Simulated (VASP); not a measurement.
Write the native input for VASP 6.6.1 that does the following.

- Task: single point
- Functional: r2SCAN
- Potentials or basis: VASP PAW PBE potentials, release 64 (Co_sv, Ti_sv)
- Cutoff: 760 eV
- k mesh: 5 × 5 × 5
- Occupations: fermi-dirac, width 0.05 eV
- Spin: collinear spin, ferromagnetic start
- Starting moments: [2.0, 1.0] μB
- Dipole correction: no
- Further INCAR settings: ALGO = Normal; EDIFF = 1e-06; NBANDS = 26

The system is TiCo.

```
Co Ti
1.0
     2.98611    0.00000    0.00000
     0.00000    2.98611    0.00000
     0.00000    0.00000    2.98611
Co Ti
1 1
Cartesian
  1.4931 1.4931 1.4931
  0.0000 0.0000 0.0000
```

One way to write it, as run:

POSCAR

```
TiCo
1.0
    2.9861109900      0.0000000000      0.0000000000
    0.0000000000      2.9861109900      0.0000000000
    0.0000000000      0.0000000000      2.9861109900
Co Ti
1 1
Direct
    0.5000000000      0.5000000000      0.5000000000
    0.0000000000      0.0000000000      0.0000000000
```

INCAR.step1

```
SYSTEM = TiCo
PREC = Accurate
ENCUT = 760
ISMEAR = -1
SIGMA = 0.05
LREAL = .False.
LASPH = .True.
NELM = 200
ISPIN = 2
MAGMOM = 2 1
LMAXMIX = 4
NBANDS = 26
GGA = PE
ALGO = Normal
EDIFF = 1E-5
LWAVE = .True.
LCHARG = .False.
GGA_COMPAT = .False.
```

INCAR.step2

```
SYSTEM = TiCo
PREC = Accurate
ENCUT = 760
EDIFF = 1E-6
ISMEAR = -1
SIGMA = 0.05
LREAL = .False.
LASPH = .True.
NELM = 200
ALGO = Normal
ISIF = 2
LWAVE = .False.
LCHARG = .False.
ISPIN = 2
MAGMOM = 2 1
LORBIT = 11
LMAXMIX = 4
METAGGA = R2SCAN
LMIXTAU = .True.
NBANDS = 26
ISTART = 1
GGA_COMPAT = .False.
```

KPOINTS

```
Automatic mesh
0
Gamma
  5 5 5
  0 0 0
```

Potentials or basis: VASP PAW PBE potentials, release 64 (Co_sv, Ti_sv).

The run is started by

```bash
$ cat potpaw_PBE.64/Co_sv/POTCAR potpaw_PBE.64/Ti_sv/POTCAR > POTCAR
$ cp INCAR.step1 INCAR
$ mpirun -np 1 vasp_std > vasp.out
$ cp INCAR.step2 INCAR
$ mpirun -np 1 vasp_std > vasp.out
```

Results of the run:

```yaml
Pressure: 0.7 GPa
Net_moment: 0.94 μB per cell
Site_moments: Co +1.40; Ti -0.27 μB
Valence_electrons_inside_the_program's_atomic_spheres: Co 15.10; Ti 10.25
```

Caveat: the k points lie up to 0.42 Å⁻¹ apart; the PAW data sets were made with another functional, which shifts forces and pressure a little.

Wall time 92 s on 1 thread of AMD EPYC 7R13 Processor (Zen 3), on a shared host, peak memory 0.16 GiB.
